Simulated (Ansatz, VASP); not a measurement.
## Ga in VASP and in Ansatz

Contents of INCAR:

```
PREC     = Accurate       # precision mode
ENCUT    = 520            # plane-wave cutoff, eV
EDIFF    = 1E-6           # SCF threshold, eV
ISMEAR   = -1             # smearing method
SIGMA    = 0.05           # smearing width, eV
LREAL    = False          # projectors in reciprocal space
LASPH    = True           # aspherical terms in the spheres
NELM     = 100            # most SCF steps
ALGO     = Fast           # electronic algorithm
ISIF     = 2              # what is computed and relaxed
LWAVE    = False          # write WAVECAR
LCHARG   = False          # write CHGCAR
NBANDS   = 20             # bands
```

The input KPOINTS:

```
regular mesh
0
Gamma
  10 10 8
```

POSCAR

```
Ga
1.0
    1.3737178411     -3.9994756958      0.0000000000
    1.3737178411      3.9994756958      0.0000000000
   -0.1166592328      0.0000000000      3.3075802485
Ga
2
Direct
    0.1310000000      0.8690000000      0.7500000000
    0.8690000000      0.1310000000      0.2500000000
```

File input.yaml:

```yaml
crystal:
  lattice:
    - [1.3737178411, -3.9994756958, 0.0]
    - [1.3737178411, 3.9994756958, 0.0]
    - [-0.1166592328, 0.0, 3.3075802485]
  atoms:
    - { symbol: Ga, position: [0.131, 0.869, 0.75] }
    - { symbol: Ga, position: [0.869, 0.131, 0.25] }
kpoints:
  mp_grid: { grid: [10, 10, 8] }
scf:
  occupations: { method: fermi_dirac, width: 0.05 }
hamiltonian:
  xc: lda
  pseudopotentials: { kind: all_electron, lapw: { basis_error: 0.001 } }
output:
  forces: true
  stress: true
  eigenvalues: true
```

Change from the starting cell: volume scaled by 0.98.

Alike in both runs: task single point; functional LDA; k mesh 10 × 10 × 8; occupations fermi-dirac, width 0.05 eV; no spin polarisation.

```csv
,VASP,Ansatz
version,VASP 6.6.1,Ansatz 0.2.0
potentials or method,"VASP PAW LDA potentials, release 64 (Ga_d), cutoff 520 eV","all-electron LAPW, scalar-relativistic"
```

|  | VASP | Ansatz | Ansatz less VASP |
| --- | --- | --- | --- |
| gap on the k mesh at the Fermi level (eV) | none | none | - |
| pressure (GPa) | -3.0 | -3.0 | 0.00 |
| traceless stress, the component that is largest in VASP (GPa) | 0.56 | 0.54 | -0.018 |
| rms of the force components (eV/Å) | 0.111 | 0.109 | -0.0021 |

LDA's correlation is that of Perdew and Zunger in VASP and of Perdew and Wang (1992) in Ansatz. Atom by atom the forces differ by 0.002 eV/Å (rms over components). A gap of «none» marks a metal or a gap that the smearing closes. Ansatz ran all-electron here, and VASP with PAW potentials.
